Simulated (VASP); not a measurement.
# BN (P6_3/mmc) in VASP: a series of runs, part 2 of 2

VASP 6.6.1. Earlier steps stand in the parts before.

### 4 Single point, r2SCAN

This run uses another cell than the first one, of 9.31 Å³/atom.

File POSCAR:

```
BN
1.0
    2.5009264718      0.0000000000      0.0000000000
   -1.2504632359      2.1658658576      0.0000000000
    0.0000000000      0.0000000000      6.8742626984
B N
2 2
Direct
    0.3333333333      0.6666666667      0.2500000000
    0.6666666667      0.3333333333      0.7500000000
    0.3333333333      0.6666666667      0.7500000000
    0.6666666667      0.3333333333      0.2500000000
```

File INCAR.step1:

```
SYSTEM = BN
ALGO = Normal ; EDIFF = 1E-4
ENCUT = 520 ; GGA = PE
ISMEAR = 0 ; LASPH = .True.
LCHARG = .False. ; LREAL = .False.
LWAVE = .True. ; NBANDS = 16
NELM = 80 ; PREC = Accurate
SIGMA = 0.02
```

File INCAR.step2:

```
SYSTEM = BN
ALGO = Normal ; EDIFF = 1E-6
ENCUT = 520 ; ISIF = 2
ISMEAR = 0 ; ISTART = 1
LASPH = .True. ; LCHARG = .False.
LMIXTAU = .True. ; LREAL = .False.
LWAVE = .False. ; METAGGA = R2SCAN
NBANDS = 16 ; NELM = 80
PREC = Accurate ; SIGMA = 0.02
```

File KPOINTS:

```
k-points
0
Gamma
  12 12 4
  0 0 0
```

Command:

```sh
$ cat potpaw_PBE.64/B/POTCAR potpaw_PBE.64/N/POTCAR > POTCAR
$ cp INCAR.step1 INCAR
$ mpirun -np 1 vasp_std > vasp.out
$ cp INCAR.step2 INCAR
$ mpirun -np 1 vasp_std > vasp.out
```

Run time: 3.1 min. Hardware: 1 thread of Intel Xeon 8259CL, shared host; peak memory 0.17 GiB.

The run converged. Its results:

| Item | Value |
| --- | --- |
| Free energy | -38.5961 eV |
| Pressure | 0.4 GPa |
| Band gap on the k mesh | 4.93 eV (least direct gap 5.37 eV) |

Stress tensor (GPa, compression positive):
```
 0.69  0.00  0.00
 0.00  0.69  0.00
 0.00  0.00 -0.24
```

Levels at points of the mesh, in eV from the valence-band top:
```
           k point  band 4  band 5  band 6  band 7  band 8  band 9  band 10  band 11  band 12  band 13
(0.00, 0.00, 0.00)   -4.40   -1.35   -1.35   -1.32   -1.32    5.40    10.61    12.34    12.34    12.44
(0.50, 0.00, 0.00)   -9.22   -4.29   -4.24   -1.35   -0.51    4.93     6.19    10.21    10.73    13.13
(0.00, 0.00, 0.50)   -5.42   -1.34   -1.34   -1.34   -1.34    7.70     7.70    12.39    12.39    12.39
(0.50, 0.00, 0.50)   -9.25   -4.27   -4.27   -0.92   -0.92    5.36     5.36    10.65    10.65    14.12
```

Caveat: the PAW data sets were made with another functional, which shifts forces and pressure a little. A k mesh can miss the band edges.

### 5 Single point, r2SCAN

This run uses another cell than the first one, of 9.31 Å³/atom.

POSCAR is that of step 4.

File INCAR.step1:

```
PREC = Accurate
ENCUT = 520
ISMEAR = 0
SIGMA = 0.02
LREAL = False
LASPH = True
NELM = 80
NBANDS = 16
GGA = PE
ALGO = Normal
EDIFF = 1E-4
LWAVE = True
LCHARG = False
```

File INCAR.step2:

```
PREC = Accurate
ENCUT = 520
EDIFF = 1E-6
ISMEAR = 0
SIGMA = 0.02
LREAL = False
LASPH = True
NELM = 80
ALGO = Normal
ISIF = 2
LWAVE = False
LCHARG = False
METAGGA = R2SCAN
LMIXTAU = True
NBANDS = 16
ISTART = 1
```

File KPOINTS:

```
Automatic mesh
0
Gamma
  12 12 4
```

Command:

```sh
$ cat potpaw_PBE.64/B/POTCAR potpaw_PBE.64/N/POTCAR > POTCAR
$ cp INCAR.step1 INCAR
$ mpirun -np 1 vasp_std > vasp.out
$ cp INCAR.step2 INCAR
$ mpirun -np 1 vasp_std > vasp.out
```

It took 3 min on 1 thread of Intel Xeon 8259CL, shared host; peak memory 0.17 GiB.

Results (log left out):

* Free energy: -38.5961 eV
* Pressure: 0.4 GPa
* Band gap on the k mesh: 4.93 eV (least direct gap 5.37 eV)

Stress tensor (GPa, compression positive):
```
 0.69  0.00  0.00
 0.00  0.69  0.00
 0.00  0.00 -0.24
```

Levels at points of the mesh, in eV from the valence-band top:
```csv
k point,band 6,band 7,band 8,band 9,band 10,band 11
"(0.00, 0.00, 0.00)",-1.35,-1.32,-1.32,5.40,10.61,12.34
"(0.50, 0.00, 0.00)",-4.24,-1.35,-0.51,4.93,6.19,10.21
"(0.00, 0.00, 0.50)",-1.34,-1.34,-1.34,7.70,7.70,12.39
"(0.50, 0.00, 0.50)",-4.27,-0.92,-0.92,5.36,5.36,10.65
```

Caveat: the PAW data sets were made with another functional, which shifts forces and pressure a little.

### 6 Relaxation of cell and atoms, r2SCAN

This run uses another cell than the first one, of 9.31 Å³/atom.

POSCAR is that of step 5.

File INCAR.step1:

```
PREC = Accurate
ENCUT = 600
ISMEAR = 0
SIGMA = 0.02
LREAL = False
LASPH = True
NELM = 100
GGA = PE
ALGO = Normal
EDIFF = 1E-4
LWAVE = True
LCHARG = False
```

File INCAR.step2:

```
PREC = Accurate
ENCUT = 600
EDIFF = 1E-7
ISMEAR = 0
SIGMA = 0.02
LREAL = False
LASPH = True
NELM = 100
ALGO = Normal
ISIF = 3
LWAVE = False
LCHARG = False
METAGGA = R2SCAN
LMIXTAU = True
IBRION = 2
NSW = 100
EDIFFG = -0.005
ISTART = 1
```

File KPOINTS:

```
regular mesh
0
Gamma
  12 12 4
```

Potentials or basis: VASP PAW PBE potentials, release 64 (B, N).

Command:

```sh
$ cat potpaw_PBE.64/B/POTCAR potpaw_PBE.64/N/POTCAR > POTCAR
$ cp INCAR.step1 INCAR
$ mpirun -np 1 vasp_std > vasp.out
$ cp INCAR.step2 INCAR
$ mpirun -np 1 vasp_std > vasp.out
```

OUTCAR:

```text
PREC = Accurate
   ENCUT = 600
   EDIFF = 1E-7
   ISMEAR = 0
   LREAL = False
   LASPH = True
   NELM = 100
   ISIF = 3
   METAGGA = R2SCAN
   IBRION = 2
   NSW = 100
   EDIFFG = -0.005
   ISTART = 1

 ion  position               nearest neighbor table
   1  0.333  0.667  0.250-   4 1.44   4 1.44   4 1.44
   2  0.667  0.333  0.750-   3 1.44   3 1.44   3 1.44
   3  0.333  0.667  0.750-   2 1.44   2 1.44   2 1.44
   4  0.667  0.333  0.250-   1 1.44   1 1.44   1 1.44

  LATTYP: Found a hexagonal cell.
 ALAT       =     2.5009264718
 C/A-ratio  =     2.7486864472

  Lattice vectors:

 A1 = (   2.5009264718,   0.0000000000,   0.0000000000)
 A2 = (  -1.2504632359,   2.1658658576,   0.0000000000)
 A3 = (   0.0000000000,   0.0000000000,   6.8742626984)

Analysis of symmetry for initial positions (statically):
=====================================================================
 Subroutine PRICEL returns:
 Original cell was already a primitive cell.

 Routine SETGRP: Setting up the symmetry group for a
 hexagonal supercell.

 Subroutine GETGRP returns: Found 24 space group operations
 (whereof 12 operations were pure point group operations)
 out of a pool of 24 trial point group operations.

The static configuration has the point symmetry D_3d.
 The point group associated with its full space group is D_6h.

Analysis of symmetry for dynamics (positions and initial velocities):
[... 355 lines left out ...]

 number of electron      15.9999998 magnetization

 Free energy of the ion-electron system (eV)
  ---------------------------------------------------
  ext. energy  EPLUGINS =         0.00000000
  ---------------------------------------------------
  free energy    TOTEN  =       -38.59997699 eV

  energy without entropy =      -38.59997699  energy(sigma->0) =      -38.59997699

 E-fermi :   1.9077     XC(G=0): -10.5156

 val. band max:        1.7536695692   @ k =   0.3333   0.3333   0.5000
 cond. band min:       6.6748408520   @ k =   0.5000   0.0000   0.0000
 fundamental gap:      4.9211712828
 Fermi energy:         1.9077449216

 k-point     1 :       0.0000    0.0000    0.0000
  band No.  band energies     occupation
      1     -17.0201      2.00000
      2     -16.7965      2.00000
      3      -4.4910      2.00000
      4      -2.6331      2.00000
      5       0.4019      2.00000
      6       0.4019      2.00000
      7       0.4295      2.00000
      8       0.4296      2.00000
      9       7.1581      0.00000
     10      12.3717      0.00000
     11      14.0795      0.00000
     12      14.0795      0.00000
[... 331 lines left out ...]
 k-point    24 :       0.3333    0.0000    0.2500
  band No.  band energies     occupation
      1     -14.9465      2.00000
      2     -14.8338      2.00000
      3      -5.4211      2.00000
      4      -5.3785      2.00000
      5      -1.9464      2.00000
      6      -1.9134      2.00000
      7      -1.3920      2.00000
      8      -0.3389      2.00000
      9       9.3089      0.00000
     10       9.7978      0.00000
     11      11.1992      0.00000
     12      12.7142      0.00000

 [... further k-points ...]

------------------------ aborting loop because EDIFF is reached ----------------------------------------

  FORCE on cell =-STRESS in cart. coord.  units (eV):
  Direction    XX          YY          ZZ          XY          YZ          ZX
  --------------------------------------------------------------------------------------
  -------------------------------------------------------------------------------------
  Total       -0.0017586     -0.0017586     -0.0193783      0.0000000      0.0000000      0.0000000
  in kB       -0.0756568     -0.0756568     -0.8336694      0.0000000      0.0000000      0.0000000
  external PRESSURE =      -0.3283276 kB  Pullay stress =       0.0000000 kB
[... 19 lines left out ...]
  FREE ENERGIE OF THE ION-ELECTRON SYSTEM (eV)
  ---------------------------------------------------
  free  energy   TOTEN  =       -38.5999769929 eV

  energy  without entropy=      -38.5999769929  energy(sigma->0) =      -38.59997699

 reached required accuracy - stopping structural energy minimisation
```

OSZICAR.step1:

```text
N       E                     dE             d eps       ncg     rms          rms(c)
DAV:   1     0.733355381746E+02    0.73336E+02   -0.89363E+03  1376   0.137E+03
DAV:   2    -0.337402946012E+02   -0.10708E+03   -0.97539E+02  2036   0.294E+02
DAV:   3    -0.387535718667E+02   -0.50133E+01   -0.49791E+01  1756   0.665E+01
DAV:   4    -0.388080561501E+02   -0.54484E-01   -0.54441E-01  1696   0.726E+00
DAV:   5    -0.388088832818E+02   -0.82713E-03   -0.82703E-03  1748   0.895E-01    0.113E+01
DAV:   6    -0.355549783456E+02    0.32539E+01   -0.81431E+00  1608   0.247E+01    0.506E+00
DAV:   7    -0.352605213704E+02    0.29446E+00   -0.51088E-01  1716   0.661E+00    0.314E+00
DAV:   8    -0.351786421899E+02    0.81879E-01   -0.31312E-01  1636   0.435E+00    0.437E-01
DAV:   9    -0.351748531526E+02    0.37890E-02   -0.14097E-02  1640   0.111E+00    0.188E-01
DAV:  10    -0.351759261283E+02   -0.10730E-02   -0.13546E-03  1624   0.325E-01    0.404E-02
DAV:  11    -0.351760483862E+02   -0.12226E-03   -0.20924E-04  1576   0.140E-01    0.264E-02
DAV:  12    -0.351760451861E+02    0.32000E-05   -0.37808E-05   936   0.685E-02
   1 F= -.35176045E+02 E0= -.35176045E+02  d E =-.648005E-25
```

It took 12 min on 1 thread of Intel Xeon 8259CL, shared host; peak memory 0.18 GiB.

Results:

```yaml
Free_energy: -38.6000 eV
Relaxed_volume: 9.31 Å³/atom
Relaxed_cell: a = 2.503 Å, b = 2.503 Å, c = 6.867 Å, α = 90.00°, β = 90.00°, γ = 120.00°
Space_group_after_relaxing_to_0.1_Å: P6_3/mmc (No. 194)
Energy_gained_by_relaxing: 0.0 meV/atom
Ionic_steps: 6
Pressure_after_relaxing: 0.0 GPa
Band_gap_on_the_k_mesh: 4.92 eV (least direct gap 5.37 eV)
```

The path:
| step | energy change (eV) | largest force (eV/Å) | pressure (GPa) | volume (Å³) |
| --- | --- | --- | --- | --- |
| 1 | 0.0000 | 0.0000 | 0.42 | 37.24 |
| 2 | 0.0003 | 0.0000 | -0.95 | 37.37 |
| 3 | -0.0001 | 0.0000 | -0.03 | 37.28 |
| 4 | -0.0001 | 0.0000 | -0.04 | 37.28 |
| 5 | -0.0001 | 0.0000 | -0.04 | 37.27 |
| 6 | -0.0001 | 0.0000 | -0.03 | 37.24 |

Final structure:
```yaml
crystal:
  lattice:
    - [2.50255, 0.00000, 0.00000]
    - [-1.25127, 2.16727, 0.00000]
    - [0.00000, 0.00000, 6.86653]
  atoms:
    - { symbol: B, position: [0.33333, 0.66667, 0.25000] }
    - { symbol: B, position: [0.66667, 0.33333, 0.75000] }
    - { symbol: N, position: [0.33333, 0.66667, 0.75000] }
    - { symbol: N, position: [0.66667, 0.33333, 0.25000] }
```

Caveat: the PAW data sets were made with another functional, which shifts forces and pressure a little. A k mesh can miss the band edges.

### 7 The runs side by side

```tsv
task	cell	cutoff (eV)	gap on the mesh (eV)	pressure (GPa)
relaxation of cell and atoms	relaxed to 1 GPa from a = 2.493, b = 2.493, c = 6.852 Å, angles 90.0, 90.0, 120.0°, 4 atoms	600	4.87	1.0
relaxation of cell and atoms	relaxed to -1 GPa from a = 2.509, b = 2.509, c = 6.897 Å, angles 90.0, 90.0, 120.0°, 4 atoms	600	5.01	-1.0
single point	a = 2.501, b = 2.501, c = 6.874 Å, angles 90.0, 90.0, 120.0°, 4 atoms	520	4.93	0.4
relaxation of cell and atoms	relaxed from a = 2.501, b = 2.501, c = 6.874 Å, angles 90.0, 90.0, 120.0°, 4 atoms	600	4.92	0.0
```

Alike in all rows: level r2SCAN; potentials or basis VASP PAW PBE potentials, release 64 (B, N); no spin polarisation; k mesh 12 × 12 × 4; smearing gaussian 0.02 eV.

Caveats: the PAW data sets were made with another functional, which shifts forces and pressure a little; the cell is relaxed towards a set pressure, so the run minimises the enthalpy, not the energy (at least some runs).

Absolute energies hang on the potentials; compare differences alone.
